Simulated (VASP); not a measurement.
# Cr (P6_3/mmc) in VASP: notebook

Cr is run at these levels: LDA; tasks: single point, relaxation of cell and atoms.

All numbers are computed with VASP 6.6.1; they aren't measurements. Logs are shortened: lines on timing, memory, paths and dates and some standing lists are left out, and cuts for length are marked.

## 1. The cell of the first run

Symmetry: P6_3/mmc, No. 194, hexagonal system. Conventional cell: a = 2.477 Å, b = 2.477 Å, c = 8.727 Å, α = 90.00°, β = 90.00°, γ = 120.00°. Cr (site symmetry -3m) has 12 Cr at 2.48 to 2.61 Å within 3.3 Å. Cr (site symmetry -6m2) has 12 Cr at 2.48 to 2.61 Å within 3.3 Å.

This isn't the form of Cr at room conditions, which is bcc.

## 2. Single point, LDA, collinear spin, antiferromagnetic start (11.59 Å³/atom)

INCAR reads:

```
SYSTEM = Cr
ALGO     = Normal         ! electronic algorithm
EDIFF    = 1E-7           ! SCF threshold, eV
ENCUT    = 520            ! plane-wave cutoff, eV
GGA      = CA             ! functional
ISIF     = 2              ! what is computed and relaxed
ISMEAR   = -1             ! smearing method
ISPIN    = 2              ! spin polarisation
LASPH    = .TRUE.         ! aspherical terms in the spheres
LCHARG   = .TRUE.         ! write CHGCAR
LELF     = .TRUE.         ! ELF
LMAXMIX  = 4              ! l up to which the mixer works
LORBIT   = 11             ! projections on sites
LREAL    = .FALSE.        ! projectors in reciprocal space
LVHAR    = .TRUE.       
LWAVE    = .FALSE.        ! write WAVECAR
MAGMOM   = 1.5 1.5 -1.5 -1.5 ! initial moments
NBANDS   = 36             ! bands
NELM     = 150            ! most SCF steps
PREC     = Accurate       ! precision mode
SIGMA    = 0.05           ! smearing width, eV
```

KPOINTS reads:

```
k-points
0
G
  17 17 4
  0 0 0
```

POSCAR reads:

```
Cr
1.0
    2.4765297504      0.0000000000      0.0000000000
   -1.2382648752      2.1447376771      0.0000000000
    0.0000000000      0.0000000000      8.7270527128
Cr
4
Direct
    0.0000000000      1.0000000000      0.0000000000
    0.0000000000      1.0000000000      0.5000000000
    0.3333333333      0.6666666667      0.2500000000
    0.6666666667      0.3333333333      0.7500000000
```

Potentials or basis: VASP PAW LDA potentials, release 64 (Cr_pv).

Launch:

```console
> cat potpaw_LDA.64/Cr_pv/POTCAR > POTCAR
> mpirun -np 1 vasp_std > vasp.out
```

OUTCAR:

```text
SYSTEM = Cr
   EDIFF = 1E-7
   ENCUT = 520
   GGA = CA
   ISIF = 2
   ISMEAR = -1
   ISPIN = 2
   LASPH = .TRUE.
   LORBIT = 11
   LREAL = .FALSE.
   NELM = 150
   PREC = Accurate

 ion  position               nearest neighbor table
   1  0.000  0.000  0.000-   3 2.61   4 2.61   4 2.61   3 2.61   4 2.61   3 2.61
   2  0.000  0.000  0.500-   3 2.61   4 2.61   4 2.61   3 2.61   4 2.61   3 2.61
   3  0.333  0.667  0.250-   1 2.61   2 2.61   1 2.61   2 2.61   1 2.61   2 2.61
   4  0.667  0.333  0.750-   1 2.61   2 2.61   1 2.61   2 2.61   1 2.61   2 2.61

  LATTYP: Found a hexagonal cell.
 ALAT       =     2.4765297504
 C/A-ratio  =     3.5239038463

  Lattice vectors:

 A1 = (   2.4765297504,   0.0000000000,   0.0000000000)
 A2 = (  -1.2382648752,   2.1447376771,   0.0000000000)
 A3 = (   0.0000000000,   0.0000000000,   8.7270527128)

Analysis of symmetry for initial positions (statically):
=====================================================================
 Subroutine PRICEL returns:
 Original cell was already a primitive cell.

 Routine SETGRP: Setting up the symmetry group for a
 hexagonal supercell.

 Subroutine GETGRP returns: Found 24 space group operations
 (whereof 12 operations were pure point group operations)
 out of a pool of 24 trial point group operations.

The static configuration has the point symmetry D_3d.
 The point group associated with its full space group is D_6h.

Analysis of symmetry for dynamics (positions and initial velocities):
=====================================================================
 Subroutine PRICEL returns:
 Original cell was already a primitive cell.

 Routine SETGRP: Setting up the symmetry group for a
 hexagonal supercell.

 Subroutine GETGRP returns: Found 24 space group operations
 (whereof 12 operations were pure point group operations)
 out of a pool of 24 trial point group operations.

The dynamic configuration has the point symmetry D_3d.
 The point group associated with its full space group is D_6h.

Analysis of structural, dynamic, and magnetic symmetry:
=====================================================================
 Subroutine PRICEL returns:
 Original cell was already a primitive cell.

 Routine SETGRP: Setting up the symmetry group for a
 hexagonal supercell.

 Subroutine GETGRP returns: Found 24 space group operations
 (whereof 12 operations were pure point group operations)
 out of a pool of 24 trial point group operations.

The overall configuration has the point symmetry D_3d.
 The point group associated with its full space group is D_6h.

 Subroutine INISYM returns: Found 24 space group operations
 (whereof 12 operations are pure point group operations),
 and found     1 'primitive' translations

----------------------------------------------------------------------------------------

                                     Primitive cell

  volume of cell :      46.3538

  direct lattice vectors                    reciprocal lattice vectors
     2.476529750  0.000000000  0.000000000     0.403790829  0.233128744  0.000000000
    -1.238264875  2.144737677  0.000000000     0.000000000  0.466257487  0.000000000
     0.000000000  0.000000000  8.727052713     0.000000000  0.000000000  0.114586222

  length of vectors
     2.476529750  2.476529750  8.727052713     0.466257487  0.466257487  0.114586222

  position of ions in fractional coordinates (direct lattice)
     0.000000000  0.000000000  0.000000000
     0.000000000  0.000000000  0.500000000
     0.333333333  0.666666667  0.250000000
     0.666666667  0.333333333  0.750000000

  ion indices of the primitive-cell ions
   primitive index   ion index
                 1           1
                 2           2
                 3           3
                 4           4

----------------------------------------------------------------------------------------

 KPOINTS: k-points

Automatic generation of k-mesh.
 Grid dimensions read from file:
 generate k-points for:   17   17    4

 Generating k-lattice:

  Cartesian coordinates                     Fractional coordinates (reciprocal lattice)
     0.023752402  0.013713456  0.000000000     0.058823529  0.000000000  0.000000000
     0.000000000  0.027426911  0.000000000     0.000000000  0.058823529  0.000000000
     0.000000000  0.000000000  0.028646556     0.000000000  0.000000000  0.250000000

  Length of vectors
     0.027426911  0.027426911  0.028646556

  Shift w.r.t. Gamma in fractional coordinates (k-lattice)
     0.000000000  0.000000000  0.000000000

 Subroutine IBZKPT returns following result:
 ===========================================

 Found     99 irreducible k-points:

 Following reciprocal coordinates:
            Coordinates               Weight
  0.000000  0.000000  0.000000      1.000000
  0.058824 -0.000000  0.000000      6.000000
  0.117647  0.000000  0.000000      6.000000
  0.176471  0.000000  0.000000      6.000000
  0.235294  0.000000  0.000000      6.000000
  0.294118 -0.000000  0.000000      6.000000
[... 16 lines left out ...]
  0.411765  0.117647  0.000000     12.000000
  0.176471  0.176471  0.000000      6.000000
 [... further k-points ...]
   k-points           NKPTS =     99   k-points in BZ     NKDIM =     99   number of bands    NBANDS=     36
   number of dos      NEDOS =    301   number of ions     NIONS =      4
   total plane-waves  NPLWV =  22680
   dimension x,y,z NGX =    18 NGY =   18 NGZ =   70
   dimension x,y,z NGXF=    36 NGYF=   36 NGZF=  140
   ions per type =               4
   NGX,Y,Z   is equivalent  to a cutoff of  12.08, 12.08, 13.33 a.u.
   NGXF,Y,Z  is equivalent  to a cutoff of  24.17, 24.17, 26.67 a.u.
 SYSTEM =  Cr
   PREC   = accura    normal or accurate (medium, high low for compatibility)
   ISTART =      0    job   : 0-new  1-cont  2-samecut
   ICHARG =      2    charge: 1-file 2-atom 10-const
   ISPIN  =      2    spin polarized calculation?
   LNONCOLLINEAR =      F non collinear calculations
   LSORBIT =      F    spin-orbit coupling
   LASPH  =      T    aspherical Exc in radial PAW
   ENCUT  =  520.0 eV  38.22 Ry    6.18 a.u.   4.60  4.60 16.23*2*pi/ulx,y,z
   NELM   =    150;   NELMIN=  2; NELMDL= -5     # of ELM steps
   EDIFF  = 0.1E-06   stopping-criterion for ELM
   LREAL  =      F    real-space projection
   EDIFFG = 0.1E-05   stopping-criterion for IOM
   NSW    =      0    number of steps for IOM
   IBRION =     -1    ionic relax: 0-MD 1-quasi-New 2-CG
   NFREE  =      0    steps in history (QN), initial steepest desc. (CG)
   ISIF   =      2    stress and relaxation
   ISYM   =      2    0-nonsym 1-usesym 2-fastsym
   POTIM  = 0.5000    time-step for ionic-motion
   TEBEG  =    0.0;   TEEND  =   0.0 temperature during run
   PSTRESS=    0.0 pullay stress
   NELECT =      48.0000    total number of electrons
   NUPDOWN=      -1.0000    fix difference up-down
   EMIN   =  10.00;   EMAX   =-10.00  energy-range for DOS
   EFERMI =   0.00;   METHOD = LEGACY
   ISMEAR =    -1;   SIGMA  =   0.05  broadening in eV -4-tet -1-fermi 0-gaus
   EFERMI_NEDOS =   21; number of points for ismear=-14 and -15
   IALGO  =     38    algorithm
   IMIX   =      4    mixing-type and parameters
     AMIX     =   0.40;   BMIX     =  1.00
     AMIX_MAG =   1.60;   BMIX_MAG =  1.00
  volume/ion in A,a.u.               =      11.59        78.20
  Fermi-wavevector in a.u.,A,eV,Ry     =   1.656253  3.129865 37.323169  2.743176
  Thomas-Fermi vector in A             =   2.744210
   LORBIT       =     11    0 simple, 1 ext, 2 COOP (PROOUT), +10 PAW based schemes
   GGA     = CA    functional components
   LHFCALC =     F    Hartree Fock is set to
   AEXX    =    0.0000 exact exchange contribution
   IVDW    =     0    specifies the selected vdW correction
   LEPSILON=     F    determine dielectric tensor
   LRPA    =     F    only Hartree local field effects (RPA)
 spin polarized calculation
  energy-cutoff  :      520.00
  volume of cell :       46.35
 maximum number of plane-waves:      1268
   NGX =  9   NGY =  9   NGZ = 33

 number of electron      47.9999995 magnetization      -0.0094983

 number of electron      47.9999995 magnetization       0.0013747

 Free energy of the ion-electron system (eV)
  ---------------------------------------------------
  ext. energy  EPLUGINS =         0.00000000
  ---------------------------------------------------
  free energy    TOTEN  =       -40.84394773 eV

  energy without entropy =      -40.79301915  energy(sigma->0) =      -40.81848344

 E-fermi :  10.5496     XC(G=0): -13.9634

 val. band max:       10.5492140549   @ k =   0.3529   0.1176   0.0000
 cond. band min:      10.5576947550   @ k =   0.3529  -0.0000   0.2500
 fundamental gap:      0.0084807001
 Fermi energy:        10.5496285661

 spin component 1

 k-point     1 :       0.0000    0.0000    0.0000
  band No.  band energies     occupation
      1     -32.3513      1.00000
      2     -31.9707      1.00000
      3     -31.9627      1.00000
      4     -31.5674      1.00000
      5     -31.4518      1.00000
      6     -31.4518      1.00000
[... 28 lines left out ...]
     35      12.8939      0.00000
     36      12.8939      0.00000
[... 866 lines left out ...]
      6     -31.7731      1.00000
[... 28 lines left out ...]
     35      13.5977      0.00000
     36      16.2874      0.00000

 [... further k-points ...]

 spin component 2

 k-point     1 :       0.0000    0.0000    0.0000
  band No.  band energies     occupation
      1     -32.3512      1.00000
      2     -31.9707      1.00000
      3     -31.9623      1.00000
      4     -31.5672      1.00000
      5     -31.4516      1.00000
      6     -31.4516      1.00000
[... 28 lines left out ...]
     35      12.8941      0.00000
     36      12.8941      0.00000
[... 866 lines left out ...]
      6     -31.7728      1.00000
[... 28 lines left out ...]
     35      13.5979      0.00000
     36      16.2662      0.00000

 [... further k-points ...]

------------------------ aborting loop because EDIFF is reached ----------------------------------------

  FORCE on cell =-STRESS in cart. coord.  units (eV):
  Direction    XX          YY          ZZ          XY          YZ          ZX
  --------------------------------------------------------------------------------------
  -------------------------------------------------------------------------------------
  Total       -2.9686235     -2.9686235     -2.7692501     -0.0000000      0.0000000     -0.0000000
  in kB     -102.6078009   -102.6078009    -95.7166369     -0.0000000      0.0000000     -0.0000000
  external PRESSURE =    -100.3107462 kB  Pullay stress =       0.0000000 kB

 VOLUME and BASIS-vectors are now :
 -----------------------------------------------------------------------------
  energy-cutoff  :      520.00
  volume of cell :       46.35
      direct lattice vectors                 reciprocal lattice vectors
     2.476529750  0.000000000  0.000000000     0.403790829  0.233128744  0.000000000
    -1.238264875  2.144737677  0.000000000     0.000000000  0.466257487  0.000000000
     0.000000000  0.000000000  8.727052713     0.000000000  0.000000000  0.114586222

 POSITION                                       TOTAL-FORCE (eV/Angst)
 -----------------------------------------------------------------------------------
      0.00000      0.00000      0.00000        -0.000000      0.000000     -0.000000
      0.00000      0.00000      4.36353        -0.000000      0.000000     -0.000000
     -0.00000      1.42983      2.18176         0.000000     -0.000000      0.000000
      1.23826      0.71491      6.54529         0.000000      0.000000     -0.000000
 -----------------------------------------------------------------------------------
    total drift:                                0.000000     -0.000000      0.000000

  FREE ENERGIE OF THE ION-ELECTRON SYSTEM (eV)
  ---------------------------------------------------
  free  energy   TOTEN  =       -40.8439477307 eV

  energy  without entropy=      -40.7930191506  energy(sigma->0) =      -40.81848344

 total charge

# of ion       s       p       d       tot
------------------------------------------
    1        0.437   6.380   4.263  11.081
    2        0.437   6.380   4.263  11.081
    3        0.438   6.381   4.258  11.077
    4        0.438   6.381   4.258  11.077
--------------------------------------------------
tot          1.751  25.522  17.041  44.314

 magnetization (x)

# of ion       s       p       d       tot
------------------------------------------
    1        0.000   0.000   0.000   0.000
    2        0.000   0.000   0.000   0.000
    3       -0.000   0.000   0.000   0.000
    4       -0.000   0.000   0.000   0.000
--------------------------------------------------
tot          0.000   0.000   0.001   0.001
```

Wall time 5.3 min (1 thread of Intel Xeon Platinum 8259CL at 2.50GHz (Skylake/Cascade Lake), shared host); peak memory 0.3 GiB.

What came out:

```yaml
Free_energy: -40.8439 eV
Pressure: -10.0 GPa
Band_gap_on_the_k_mesh: zero (filled and empty bands overlap)
Net_moment: 0.00 μB per cell
Valence_electrons_inside_the_program's_atomic_spheres: Cr 11.08
```

Caveat: the cell stands under tension.

## 3. Single point, LDA, collinear spin, ferromagnetic start (12.03 Å³/atom)

This run uses another cell than the first one, of 12.03 Å³/atom.

INCAR reads:

```
SYSTEM = Cr
ALGO = Normal ; EDIFF = 1E-7
ENCUT = 520 ; GGA = CA
ISIF = 2 ; ISMEAR = -1
ISPIN = 2 ; LASPH = .TRUE.
LCHARG = .FALSE. ; LMAXMIX = 4
LORBIT = 11 ; LREAL = .FALSE.
LWAVE = .FALSE. ; MAGMOM = 1.5 1.5 1.5 1.5
NBANDS = 36 ; NELM = 150
PREC = Accurate ; SIGMA = 0.05
```

KPOINTS is that of step 2.

POSCAR reads:

```
Cr
1.0
    2.5078815730      0.0000000000      0.0000000000
   -1.2539407865      2.1718891519      0.0000000000
    0.0000000000      0.0000000000      8.8375335019
Cr
4
Direct
    0.0000000000      0.0000000000      0.0000000000
    0.0000000000      0.0000000000      0.5000000000
    0.3333333333      0.6666666667      0.2500000000
    0.6666666667      0.3333333333      0.7500000000
```

Potentials or basis: VASP PAW LDA potentials, release 64 (Cr_pv).

Launch:

```console
> cat potpaw_LDA.64/Cr_pv/POTCAR > POTCAR
> mpirun -np 1 vasp_std > vasp.out
```

It took 3 min on 1 thread of Intel Xeon 6975P-C (Granite Rapids), shared host; peak memory 0.31 GiB.

It converged, with:

| Quantity | Value |
| --- | --- |
| Free energy | -40.6866 eV |
| Pressure | -18.2 GPa |
| Band gap on the k mesh | zero (filled and empty bands overlap) |
| Net moment | 0.00 μB per cell |
| Valence electrons inside the program's atomic spheres | Cr 11.00 |

Stress tensor (GPa, compression positive):
```
-18.66   0.00   0.00
  0.00 -18.66   0.00
  0.00   0.00 -17.15
```

Levels at points of the mesh, in eV from the Fermi level:
Spin up:
```csv
k point,band 21,band 22,band 23,band 24,band 25,band 26,band 27,band 28
"(0.00, 0.00, 0.00)",-0.44,-0.35,-0.35,-0.19,-0.19,-0.08,-0.08,0.02
"(0.00, 0.00, 0.50)",-0.37,-0.37,-0.37,-0.37,-0.18,-0.18,-0.18,-0.18
```
Spin down:
```tsv
k point	band 20	band 21	band 22	band 23	band 24	band 25	band 26	band 27	band 28	band 29
(0.00, 0.00, 0.00)	-0.44	-0.44	-0.35	-0.35	-0.19	-0.19	-0.08	-0.08	0.02	1.09
(0.00, 0.00, 0.50)	-0.91	-0.37	-0.37	-0.37	-0.37	-0.18	-0.18	-0.18	-0.18	1.26
```

Caveat: the cell stands under tension.

## 4. Relaxation of cell and atoms, LDA, collinear spin, ferromagnetic start

This run uses another cell than the first one, of 11.99 Å³/atom.

INCAR reads:

```
PREC = Accurate ; ENCUT = 600
EDIFF = 1E-6 ; ISMEAR = -1
SIGMA = 0.05 ; LREAL = F
LASPH = T ; NELM = 150
ALGO = Normal ; ISIF = 3
LWAVE = F ; LCHARG = F
ISPIN = 2 ; MAGMOM = 1.5 1.5 1.5 1.5
LORBIT = 11 ; LMAXMIX = 4
IBRION = 2 ; NSW = 80
EDIFFG = -0.01
```

KPOINTS reads:

```
regular mesh
0
Gamma
  14 14 4
```

POSCAR reads:

```
Cr
1.0
    2.5692592270      0.0000000000      0.0000000000
   -1.2846296135      2.2250437595      0.0000000000
    0.0000000000      0.0000000000      8.3912006354
Cr
4
Direct
    0.0000000000      0.0000000000      0.0000000000
    0.0000000000      0.0000000000      0.5000000000
    0.3333333333      0.6666666667      0.2500000000
    0.6666666667      0.3333333333      0.7500000000
```

Launch:

```console
> cat potpaw_LDA.64/Cr_pv/POTCAR > POTCAR
> mpirun -np 1 vasp_std > vasp.out
```

Wall time 69 min (1 thread of Oxide Virtual Turin-like, shared host); peak memory 0.28 GiB.

Results (log left out):

```
Free energy                                           : -40.9059 eV
Relaxed volume                                        : 11.14 Å³/atom
Relaxed cell                                          : a = 2.445 Å, b = 2.445 Å, c = 8.609 Å, α = 90.00°, β = 90.00°, γ = 120.00°
Space group after relaxing (to 0.1 Å)                 : P6_3/mmc (No. 194)
Energy gained by relaxing                             : 72.9 meV/atom
Ionic steps                                           : 12
Pressure after relaxing                               : -0.1 GPa
Band gap on the k mesh                                : zero (filled and empty bands overlap)
Net moment                                            : 0.00 μB per cell
Valence electrons inside the program's atomic spheres : Cr 11.17, 11.16 (each value once)
```

Stress tensor (GPa, compression positive):
```
-0.11  0.00  0.00
 0.00 -0.11  0.00
 0.00  0.00  0.01
```

Step by step:
```
step  energy change (eV)  largest force (eV/Å)  pressure (GPa)  volume (Å³)
   1              0.0000                0.0000          -17.87        47.97
   2              0.4125                0.0000           44.69        39.26
   3             -0.2192                0.0000           -0.27        44.50
   4             -0.2195                0.0000            0.44        44.39
   5             -0.2505                0.0000            0.81        44.35
   6             -0.2853                0.0000            2.62        44.20
   7             -0.2883                0.0000            1.86        44.26
   8             -0.2893                0.0000            2.09        44.24
   9             -0.2785                0.0000           -4.64        45.37
  10             -0.2915                0.0000            0.07        44.56
  11             -0.2915                0.0000            0.15        44.56
  12             -0.2915                0.0000           -0.07        44.57
```

Final structure:
```yaml
crystal:
  lattice:
    - [2.44508, 0.00000, 0.00000]
    - [-1.22254, 2.11750, 0.00000]
    - [0.00000, 0.00000, 8.60911]
  atoms:
    - { symbol: Cr, position: [0.00000, 0.00000, 0.00000] }
    - { symbol: Cr, position: [0.00000, 0.00000, 0.50000] }
    - { symbol: Cr, position: [0.33333, 0.66667, 0.25000] }
    - { symbol: Cr, position: [0.66667, 0.33333, 0.75000] }
```

Levels at points of the mesh, in eV from the Fermi level:
Spin up:
| k point | band 21 | band 22 | band 23 | band 24 | band 25 | band 26 | band 27 | band 28 |
| --- | --- | --- | --- | --- | --- | --- | --- | --- |
| (0.00, 0.00, 0.00) | -0.51 | -0.40 | -0.40 | -0.23 | -0.23 | -0.10 | -0.10 | 0.14 |
| (0.50, 0.00, 0.00) | -0.69 | -0.29 | -0.26 | 0.96 | 0.96 | 2.06 | 2.53 | 2.55 |
| (0.00, 0.00, 0.50) | -0.43 | -0.43 | -0.43 | -0.43 | -0.21 | -0.21 | -0.21 | -0.21 |
| (0.50, 0.00, 0.50) | 0.05 | 0.05 | 0.25 | 0.25 | 0.79 | 0.79 | 2.02 | 2.02 |
Spin down:
| k point | band 21 | band 22 | band 23 | band 24 | band 25 | band 26 | band 27 | band 28 |
| --- | --- | --- | --- | --- | --- | --- | --- | --- |
| (0.00, 0.00, 0.00) | -0.51 | -0.40 | -0.40 | -0.23 | -0.23 | -0.10 | -0.10 | 0.14 |
| (0.50, 0.00, 0.00) | -0.69 | -0.29 | -0.26 | 0.96 | 0.96 | 2.06 | 2.53 | 2.55 |
| (0.00, 0.00, 0.50) | -0.43 | -0.43 | -0.43 | -0.43 | -0.21 | -0.21 | -0.21 | -0.21 |
| (0.50, 0.00, 0.50) | 0.05 | 0.05 | 0.25 | 0.25 | 0.79 | 0.79 | 2.02 | 2.02 |
